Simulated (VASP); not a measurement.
Here is a VASP 6.6.1 calculation.

POSCAR

```
HfS2
1.0
    3.6302450468      0.0000000000      0.0000000000
   -1.8151225234      3.1438844325      0.0000000000
    0.0000000000      0.0000000000      5.8787062933
Hf S
1 2
Direct
    0.0000000000      0.0000000000      0.0000000000
    0.6666666667      0.3333333333      0.7553800778
    0.3333333333      0.6666666667      0.2446199222
```

Contents of INCAR.step1:

```
SYSTEM = HfS2
PREC     = Accurate       ! precision mode
ENCUT    = 440            ! plane-wave cutoff, eV
EDIFF    = 1E-5           ! SCF threshold, eV
ISMEAR   = 0              ! smearing method
SIGMA    = 0.01           ! smearing width, eV
LREAL    = .False.        ! projectors in reciprocal space
LASPH    = .True.         ! aspherical terms in the spheres
NELM     = 120            ! most SCF steps
ALGO     = Normal         ! electronic algorithm
ISIF     = 2              ! what is computed and relaxed
LWAVE    = .True.         ! write WAVECAR
LCHARG   = .False.        ! write CHGCAR
NBANDS   = 18             ! bands
GGA      = PE             ! functional
GGA_COMPAT= .False.
```

File INCAR.step2:

```
SYSTEM = HfS2
PREC     = Accurate       ! precision mode
ENCUT    = 440            ! plane-wave cutoff, eV
EDIFF    = 1E-6           ! SCF threshold, eV
ISMEAR   = 0              ! smearing method
SIGMA    = 0.01           ! smearing width, eV
LREAL    = .False.        ! projectors in reciprocal space
LASPH    = .True.         ! aspherical terms in the spheres
NELM     = 120            ! most SCF steps
ALGO     = Normal         ! electronic algorithm
ISIF     = 2              ! what is computed and relaxed
LWAVE    = .False.        ! write WAVECAR
LCHARG   = .False.        ! write CHGCAR
METAGGA  = R2SCAN         ! meta-GGA
LHFCALC  = .True.         ! exact exchange
AEXX     = 0.1            ! exact-exchange fraction
LMIXTAU  = .True.       
PRECFOCK = Normal       
NBANDS   = 18             ! bands
ISTART   = 1            
GGA_COMPAT= .False.
```

Contents of KPOINTS:

```
Automatic mesh
0
Gamma
  6 6 4
  0 0 0
```

Potentials or basis: VASP PAW PBE potentials, release 64 (Hf_pv, S).

The run is started by

```console
$ cat potpaw_PBE.64/Hf_pv/POTCAR potpaw_PBE.64/S/POTCAR > POTCAR
$ cp INCAR.step1 INCAR
$ mpirun -np 1 vasp_std > vasp.out
$ cp INCAR.step2 INCAR
$ mpirun -np 1 vasp_std > vasp.out
```

Q: Estimate the band gap on the k mesh.

A: 1.93 eV (least direct gap 2.85 eV).

Q: Predict the pressure.

A: -0.2 GPa.

Q: Predict the largest force.

A: 0.194 eV/Å.

Forces in eV/Å, atoms in the order of the input:
```
Hf   0.000  0.000  0.000
S    0.000  0.000  0.194
S    0.000  0.000 -0.194
```

Caveat: the PAW data sets were made with another functional, which shifts forces and pressure a little; spin-orbit coupling is left out, which moves the levels of the heavy elements. A k mesh can miss the band edges.
